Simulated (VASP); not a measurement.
Input of a VASP 6.6.1 run:

File INCAR:

```
  PREC = Accurate
  ENCUT = 520
  EDIFF = 1E-6
  ISMEAR = 0
  SIGMA = 0.15
  LREAL = False
  LASPH = True
  NELM = 60
  ALGO = Fast
  ISIF = 2
  LWAVE = False
  LCHARG = True
  GGA = PS
  LELF = True
  LVHAR = True
  NBANDS = 17
```

KPOINTS

```
Automatic mesh
0
Gamma
  24 24 14
```

Contents of POSCAR:

```
Pt
1.0
    2.7932988608      0.0000000000      0.0000000000
   -1.3966494304      2.4190677738      0.0000000000
    0.0000000000      0.0000000000      4.7068056308
Pt
2
Direct
    0.6666666667      0.3333333333      0.7500000000
    0.3333333333      0.6666666667      0.2500000000
```

Potentials or basis: VASP PAW PBE potentials, release 64 (Pt).

Command:

```bash
$ cat potpaw_PBE.64/Pt/POTCAR > POTCAR
$ mpirun -np 1 vasp_std > vasp.out
```

Task: What does it give for the pressure?

Result: -12.8 GPa.

Task: Estimate the band gap on the k mesh.

Result: Zero (bands 10 and 11 overlap by 1.21 eV).

Stress tensor (GPa, compression positive):
```
-14.17   0.00   0.00
  0.00 -14.17   0.00
  0.00   0.00  -9.97
```

Caveat: the cell differs from its parent crystal (strain +0.025 along x and y, +0.000 along z); the cell stands under tension; the PAW data sets were made with another functional, which shifts forces and pressure a little; spin-orbit coupling is left out, which moves the levels of the heavy elements.
